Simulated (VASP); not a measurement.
# Ba: single point with PBE

The system is Ba.

```
Ba
1.0
    -2.92967    2.92967    1.58464
     2.92967   -2.92967    1.58464
     2.92967    2.92967   -1.58464
Ba
2
Direct
  0.62500 0.87500 0.75000
  0.37500 0.12500 0.25000
```

| Item | Value |
| --- | --- |
| Program | VASP 6.6.1 |
| Task | single point |
| Functional | PBE |
| Potentials or basis | VASP PAW PBE potentials, release 64 (Ba_sv) |
| Cutoff | 520 eV |
| k mesh | 10 × 10 × 10 |
| Occupations | fermi-dirac, width 0.08 eV |
| Spin | no spin polarisation |
| Dipole correction | no |
| k mesh for the DOS | 15 × 15 × 15 |
| Occupations for the DOS | tetrahedron |
| Further INCAR settings | ALGO = Normal; EDIFF = 1e-06; NBANDS = 17 |

* Valence electrons inside the program's atomic spheres: Ba 8.55

Levels at points of the mesh, in eV from the Fermi level:
```csv
k point,band 6,band 7,band 8,band 9,band 10,band 11,band 12,band 13,band 14,band 15
"(0.00, 0.00, 0.00)",-12.01,-11.96,-11.96,-3.56,-1.70,-0.40,0.21,0.74,4.29,4.29
```

It took 3.1 min on 1 thread of Intel(R) Xeon(R) Platinum 8375C CPU @ 2.90GHz (Ice Lake), with other jobs on the host, peak memory 0.36 GiB.

Caveat: spin-orbit coupling is left out, which moves the levels of the heavy elements.
